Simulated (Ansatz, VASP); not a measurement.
# One calculation of NiO, two programs

```xyz
2
Lattice="0.0000 2.1338 2.1338 2.1338 0.0000 2.1338 2.1338 2.1338 0.0000" Properties=species:S:1:pos:R:3 pbc="T T T"
Ni    0.0000    0.0000    0.0000
O     2.1338    2.1338    2.1338
```

Alike in both runs: task single point; functional PBE; k mesh 10 × 10 × 10; occupations gaussian, width 0.05 eV; collinear spin; Hubbard terms Ni d U = 6.2 eV.

```csv
,VASP,Ansatz
version,VASP 6.6.1,Ansatz 0.2.0
potentials or method,"VASP PAW PBE potentials, release 64 (Ni_sv_GW, O), cutoff 700 eV","scalar-relativistic, plane waves, PAW"
valence electrons in the cell,24,24
```

Ansatz gave:

```
gap on the k mesh at the Fermi level (eV)                     : 1.94
least direct gap on the mesh (eV)                             : 2.89
pressure (GPa)                                                : 0.0
net moment per atom (μB)                                      : 1.00
size of the moment on the site where the two differ most (μB) : 1.74
```

Problem. Estimate VASP's values.

Solution. gap on the k mesh at the Fermi level (eV): 2.00; least direct gap on the mesh (eV): 3.17; pressure (GPa): -2.2; net moment per atom (μB): 1.00; size of the moment on the site where the two differ most (μB): 1.80.

Site moments also hang on the region over which each program counts them. The programs project onto different local orbitals, so the same U acts differently, and such runs can settle in different states. Ansatz's warnings: stability check not made.
